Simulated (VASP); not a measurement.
# GaN (F-43m) in VASP: notebook

The runs below take GaN through single point, with PBE.

Everything below comes from runs of VASP 6.6.1. Logs are shortened: lines on timing, memory, paths and dates and some standing lists are left out, and cuts for length are marked.

### Step 1. The cell of the first run

The structure is cubic, space group F-43m (No. 216). Conventional cell: a = 4.507 Å, b = 4.507 Å, c = 4.507 Å, α = 90.00°, β = 90.00°, γ = 90.00°. Ga (site symmetry -43m) has 4 N at 1.95 Å within 2.6 Å. N (site symmetry -43m) has 4 Ga at 1.95 Å within 2.6 Å.

### Step 2. Single point, PBE

Input file INCAR:

```
PREC = Accurate ; ENCUT = 600
EDIFF = 1E-6 ; ISMEAR = 0
SIGMA = 0.01 ; LREAL = F
LASPH = T ; NELM = 120
ALGO = Normal ; ISIF = 2
LWAVE = F ; LCHARG = F
GGA = PE ; NBANDS = 16
GGA_COMPAT = F
```

Input file KPOINTS:

```
regular mesh
0
Gamma
  5 5 5
```

Input file POSCAR:

```
GaN
1.0
    0.0000000000      2.2535010000      2.2535010000
    2.2535010000      0.0000000000      2.2535010000
    2.2535010000      2.2535010000      0.0000000000
Ga N
1 1
Direct
    0.0000000000      0.0000000000      0.0000000000
    0.7500000000      0.7500000000      0.7500000000
```

Potentials or basis: VASP PAW PBE potentials, release 64 (Ga_d, N).

Launch:

```
> cat potpaw_PBE.64/Ga_d/POTCAR potpaw_PBE.64/N/POTCAR > POTCAR
> mpirun -np 1 vasp_std > vasp.out
```

OUTCAR:

```text
PREC = Accurate
   ENCUT = 600
   EDIFF = 1E-6
   ISMEAR = 0
   LREAL = F
   LASPH = T
   NELM = 120
   ISIF = 2
   GGA = PE

 ion  position               nearest neighbor table
   1  0.000  0.000  0.000-   2 1.95   2 1.95   2 1.95   2 1.95
   2  0.750  0.750  0.750-   1 1.95   1 1.95   1 1.95   1 1.95

  LATTYP: Found a face centered cubic cell.
 ALAT       =     4.5070020000

  Lattice vectors:

 A1 = (   0.0000000000,   2.2535010000,   2.2535010000)
 A2 = (   2.2535010000,   0.0000000000,   2.2535010000)
 A3 = (   2.2535010000,   2.2535010000,   0.0000000000)

Analysis of symmetry for initial positions (statically):
=====================================================================
 Subroutine PRICEL returns:
 Original cell was already a primitive cell.

 Routine SETGRP: Setting up the symmetry group for a
 face centered cubic supercell.

 Subroutine GETGRP returns: Found 24 space group operations
 (whereof 24 operations were pure point group operations)
 out of a pool of 48 trial point group operations.

The static configuration has the point symmetry T_d .

Analysis of symmetry for dynamics (positions and initial velocities):
=====================================================================
 Subroutine PRICEL returns:
 Original cell was already a primitive cell.

 Routine SETGRP: Setting up the symmetry group for a
 face centered cubic supercell.

 Subroutine GETGRP returns: Found 24 space group operations
 (whereof 24 operations were pure point group operations)
 out of a pool of 48 trial point group operations.

The dynamic configuration has the point symmetry T_d .

 Subroutine INISYM returns: Found 24 space group operations
 (whereof 24 operations are pure point group operations),
 and found     1 'primitive' translations

----------------------------------------------------------------------------------------

                                     Primitive cell

  volume of cell :      22.8878

  direct lattice vectors                    reciprocal lattice vectors
     0.000000000  2.253501000  2.253501000    -0.221876982  0.221876982  0.221876982
     2.253501000  0.000000000  2.253501000     0.221876982 -0.221876982  0.221876982
     2.253501000  2.253501000  0.000000000     0.221876982  0.221876982 -0.221876982

  length of vectors
     3.186931677  3.186931677  3.186931677     0.384302205  0.384302205  0.384302205

  position of ions in fractional coordinates (direct lattice)
     0.000000000  0.000000000  0.000000000
     0.750000000  0.750000000  0.750000000

  ion indices of the primitive-cell ions
   primitive index   ion index
                 1           1
                 2           2

----------------------------------------------------------------------------------------

 KPOINTS: regular mesh

Automatic generation of k-mesh.
 Grid dimensions read from file:
 generate k-points for:    5    5    5

 Generating k-lattice:

  Cartesian coordinates                     Fractional coordinates (reciprocal lattice)
    -0.044375396  0.044375396  0.044375396     0.200000000  0.000000000  0.000000000
     0.044375396 -0.044375396  0.044375396     0.000000000  0.200000000  0.000000000
     0.044375396  0.044375396 -0.044375396     0.000000000  0.000000000  0.200000000

  Length of vectors
     0.076860441  0.076860441  0.076860441

  Shift w.r.t. Gamma in fractional coordinates (k-lattice)
     0.000000000  0.000000000  0.000000000

 Subroutine IBZKPT returns following result:
 ===========================================

 Found     10 irreducible k-points:

 Following reciprocal coordinates:
            Coordinates               Weight
  0.000000  0.000000  0.000000      1.000000
  0.200000  0.000000  0.000000      8.000000
  0.400000  0.000000  0.000000      8.000000
  0.200000  0.200000  0.000000      6.000000
  0.400000  0.200000  0.000000     24.000000
 -0.400000  0.200000  0.000000     24.000000
 -0.200000  0.200000  0.000000     12.000000
  0.400000  0.400000  0.000000      6.000000
 -0.400000  0.400000  0.000000     12.000000
 -0.400000  0.400000  0.200000     24.000000
   k-points           NKPTS =     10   k-points in BZ     NKDIM =     10   number of bands    NBANDS=     16
   number of dos      NEDOS =    301   number of ions     NIONS =      2
   total plane-waves  NPLWV =  21952
   dimension x,y,z NGX =    28 NGY =   28 NGZ =   28
   dimension x,y,z NGXF=    56 NGYF=   56 NGZF=   56
   ions per type =               1   1
   NGX,Y,Z   is equivalent  to a cutoff of  14.61, 14.61, 14.61 a.u.
   NGXF,Y,Z  is equivalent  to a cutoff of  29.21, 29.21, 29.21 a.u.
 SYSTEM =  unknown system
   PREC   = accura    normal or accurate (medium, high low for compatibility)
   ISTART =      0    job   : 0-new  1-cont  2-samecut
   ICHARG =      2    charge: 1-file 2-atom 10-const
   ISPIN  =      1    spin polarized calculation?
   LNONCOLLINEAR =      F non collinear calculations
   LSORBIT =      F    spin-orbit coupling
   LASPH  =      T    aspherical Exc in radial PAW
   ENCUT  =  600.0 eV  44.10 Ry    6.64 a.u.   6.37  6.37  6.37*2*pi/ulx,y,z
   NELM   =    120;   NELMIN=  2; NELMDL= -5     # of ELM steps
   EDIFF  = 0.1E-05   stopping-criterion for ELM
   LREAL  =      F    real-space projection
   EDIFFG = 0.1E-04   stopping-criterion for IOM
   NSW    =      0    number of steps for IOM
   IBRION =     -1    ionic relax: 0-MD 1-quasi-New 2-CG
   NFREE  =      0    steps in history (QN), initial steepest desc. (CG)
   ISIF   =      2    stress and relaxation
   ISYM   =      2    0-nonsym 1-usesym 2-fastsym
   POTIM  = 0.5000    time-step for ionic-motion
   TEBEG  =    0.0;   TEEND  =   0.0 temperature during run
   PSTRESS=    0.0 pullay stress
   NELECT =      18.0000    total number of electrons
   NUPDOWN=      -1.0000    fix difference up-down
   EMIN   =  10.00;   EMAX   =-10.00  energy-range for DOS
   EFERMI =   0.00;   METHOD = LEGACY
   ISMEAR =     0;   SIGMA  =   0.01  broadening in eV -4-tet -1-fermi 0-gaus
   EFERMI_NEDOS =   21; number of points for ismear=-14 and -15
   IALGO  =     38    algorithm
   IMIX   =      4    mixing-type and parameters
     AMIX     =   0.40;   BMIX     =  1.00
     AMIX_MAG =   1.60;   BMIX_MAG =  1.00
  volume/ion in A,a.u.               =      11.44        77.23
  Fermi-wavevector in a.u.,A,eV,Ry     =   1.511116  2.855596 31.068532  2.283473
  Thomas-Fermi vector in A             =   2.621216
   LORBIT       =      0    0 simple, 1 ext, 2 COOP (PROOUT), +10 PAW based schemes
   GGA     = PE    functional components
   LHFCALC =     F    Hartree Fock is set to
   AEXX    =    0.0000 exact exchange contribution
   IVDW    =     0    specifies the selected vdW correction
   LEPSILON=     F    determine dielectric tensor
   LRPA    =     F    only Hartree local field effects (RPA)
 non-spin polarized calculation
 Gauss-broadening in eV      SIGMA  =   0.01
  energy-cutoff  :      600.00
  volume of cell :       22.89
 maximum number of plane-waves:       785
 NGX is ok and might be reduce to    28
   NGX = 13   NGY = 13   NGZ = 13

 number of electron      18.0000005 magnetization

 Free energy of the ion-electron system (eV)
  ---------------------------------------------------
  ext. energy  EPLUGINS =         0.00000000
  ---------------------------------------------------
  free energy    TOTEN  =       -12.12871679 eV

  energy without entropy =      -12.12871679  energy(sigma->0) =      -12.12871679

 E-fermi :   5.3715     XC(G=0): -11.6636

 val. band max:        5.2960138843   @ k =   0.0000   0.0000   0.0000
 cond. band min:       7.0143173822   @ k =   0.0000   0.0000   0.0000
 fundamental gap:      1.7183034979
 Fermi energy:         5.3714590206

 k-point     1 :       0.0000    0.0000    0.0000
  band No.  band energies     occupation
      1     -10.6423      2.00000
      2      -8.1607      2.00000
      3      -8.1607      2.00000
      4      -8.1607      2.00000
      5      -7.8415      2.00000
      6      -7.8415      2.00000
[... 8 lines left out ...]
     15      24.1388      0.00000
     16      24.1388      0.00000

 k-point     2 :       0.2000    0.0000    0.0000
  band No.  band energies     occupation
      1     -10.2553      2.00000
      2      -8.1156      2.00000
      3      -8.1156      2.00000
      4      -7.9583      2.00000
      5      -7.8416      2.00000
      6      -7.8416      2.00000
[... 8 lines left out ...]
     15      22.0708      0.00000
     16      22.0708      0.00000

 k-point     3 :       0.4000    0.0000    0.0000
  band No.  band energies     occupation
      1      -9.7868      2.00000
      2      -8.0755      2.00000
      3      -8.0755      2.00000
      4      -7.8056      2.00000
      5      -7.8056      2.00000
      6      -6.9515      2.00000
[... 8 lines left out ...]
     15      23.9482      0.00000
     16      23.9482      0.00000

 k-point     4 :       0.2000    0.2000    0.0000
  band No.  band energies     occupation
      1     -10.1361      2.00000
      2      -8.0645      2.00000
      3      -8.0645      2.00000
      4      -8.0115      2.00000
      5      -7.8167      2.00000
      6      -7.8150      2.00000
[... 8 lines left out ...]
     15      26.1500      0.00000
     16      26.8477      0.00000

 k-point     5 :       0.4000    0.2000    0.0000
  band No.  band energies     occupation
      1      -9.7443      2.00000
      2      -8.0487      2.00000
      3      -8.0006      2.00000
      4      -7.9239      2.00000
      5      -7.7896      2.00000
      6      -7.0644      2.00000
[... 8 lines left out ...]
     15      25.5707      0.00000
     16      26.1895      0.00000

 k-point     6 :      -0.4000    0.2000    0.0000
  band No.  band energies     occupation
      1      -9.6541      2.00000
      2      -8.0622      2.00000
      3      -8.0020      2.00000
      4      -7.8525      2.00000
      5      -7.8145      2.00000
      6      -6.3592      2.00000
[... 8 lines left out ...]
     15      23.9368      0.00000
     16      25.5663      0.00000

 k-point     7 :      -0.2000    0.2000    0.0000
  band No.  band energies     occupation
      1      -9.8719      2.00000
      2      -8.0713      2.00000
      3      -8.0567      2.00000
      4      -7.8636      2.00000
      5      -7.8536      2.00000
      6      -7.3850      2.00000
[... 8 lines left out ...]
     15      22.6620      0.00000
     16      25.8460      0.00000

 k-point     8 :       0.4000    0.4000    0.0000
  band No.  band energies     occupation
      1      -9.6102      2.00000
      2      -8.0570      2.00000
      3      -7.8898      2.00000
      4      -7.8898      2.00000
      5      -7.7720      2.00000
      6      -6.6057      2.00000
[... 8 lines left out ...]
     15      27.4054      0.00000
     16      28.8409      0.00000

 k-point     9 :      -0.4000    0.4000    0.0000
  band No.  band energies     occupation
      1      -9.5700      2.00000
      2      -8.0480      2.00000
      3      -7.9014      2.00000
      4      -7.8883      2.00000
      5      -7.7909      2.00000
      6      -6.0168      2.00000
[... 8 lines left out ...]
     15      26.9474      0.00000
     16      28.0305      0.00000

 k-point    10 :      -0.4000    0.4000    0.2000
  band No.  band energies     occupation
      1      -9.5953      2.00000
      2      -8.0214      2.00000
      3      -7.9878      2.00000
      4      -7.8646      2.00000
      5      -7.8136      2.00000
      6      -6.1803      2.00000
[... 8 lines left out ...]
     15      24.7499      0.00000
     16      28.4078      0.00000

------------------------ aborting loop because EDIFF is reached ----------------------------------------

  FORCE on cell =-STRESS in cart. coord.  units (eV):
  Direction    XX          YY          ZZ          XY          YZ          ZX
  --------------------------------------------------------------------------------------
  -------------------------------------------------------------------------------------
  Total        0.6958943      0.6958943      0.6958943      0.0000000      0.0000000      0.0000000
  in kB       48.7136390     48.7136390     48.7136390      0.0000000      0.0000000      0.0000000
  external PRESSURE =      48.7136390 kB  Pullay stress =       0.0000000 kB

 VOLUME and BASIS-vectors are now :
 -----------------------------------------------------------------------------
  energy-cutoff  :      600.00
  volume of cell :       22.89
      direct lattice vectors                 reciprocal lattice vectors
     0.000000000  2.253501000  2.253501000    -0.221876982  0.221876982  0.221876982
     2.253501000  0.000000000  2.253501000     0.221876982 -0.221876982  0.221876982
     2.253501000  2.253501000  0.000000000     0.221876982  0.221876982 -0.221876982

 POSITION                                       TOTAL-FORCE (eV/Angst)
 -----------------------------------------------------------------------------------
      0.00000      0.00000      0.00000         0.000000     -0.000000      0.000000
      3.38025      3.38025      3.38025        -0.000000      0.000000     -0.000000
 -----------------------------------------------------------------------------------
    total drift:                               -0.000000     -0.000000     -0.000000

  FREE ENERGIE OF THE ION-ELECTRON SYSTEM (eV)
  ---------------------------------------------------
  free  energy   TOTEN  =       -12.1287167905 eV

  energy  without entropy=      -12.1287167905  energy(sigma->0) =      -12.12871679
```

It took 9.7 s on 1 thread of Intel Xeon Platinum 8488C (Sapphire Rapids), shared host; peak memory 0.15 GiB.

What came out:

* Free energy: -12.1287 eV
* Pressure: 4.9 GPa
* Band gap on the k mesh: 1.72 eV, direct

Caveat: the k points lie up to 0.48 Å⁻¹ apart. As with any semilocal functional, this PBE gap is likely too small.

### Step 3. Single point, PBE

Input file INCAR:

```
SYSTEM = GaN
  PREC = Accurate
  ENCUT = 600
  EDIFF = 1E-6
  ISMEAR = 0
  SIGMA = 0.01
  LREAL = .FALSE.
  LASPH = .TRUE.
  NELM = 120
  ALGO = Normal
  ISIF = 2
  LWAVE = .FALSE.
  LCHARG = .TRUE.
  GGA = PE
  LELF = .TRUE.
  LVHAR = .TRUE.
  NBANDS = 16
  GGA_COMPAT = .FALSE.
```

Input file KPOINTS:

```
regular mesh
0
G
  5 5 5
  0 0 0
```

POSCAR is that of step 2.

Potentials or basis: VASP PAW PBE potentials, release 64 (Ga_d, N).

Launch:

```
> cat potpaw_PBE.64/Ga_d/POTCAR potpaw_PBE.64/N/POTCAR > POTCAR
> mpirun -np 1 vasp_std > vasp.out
```

Wall time 9.4 s (1 thread of Intel Xeon Platinum 8488C (Sapphire Rapids), shared host); peak memory 0.15 GiB.

It converged, with:

- Free energy: -12.1287 eV
- Pressure: 4.9 GPa
- Band gap on the k mesh: 1.72 eV, direct

Levels at points of the mesh, in eV from the valence-band top:
| k point | band 5 | band 6 | band 7 | band 8 | band 9 | band 10 | band 11 | band 12 | band 13 | band 14 |
| --- | --- | --- | --- | --- | --- | --- | --- | --- | --- | --- |
| (0.00, 0.00, 0.00) | -13.14 | -13.14 | 0.00 | 0.00 | 0.00 | 1.72 | 10.29 | 10.29 | 10.29 | 17.59 |

Caveat: the k points lie up to 0.48 Å⁻¹ apart.
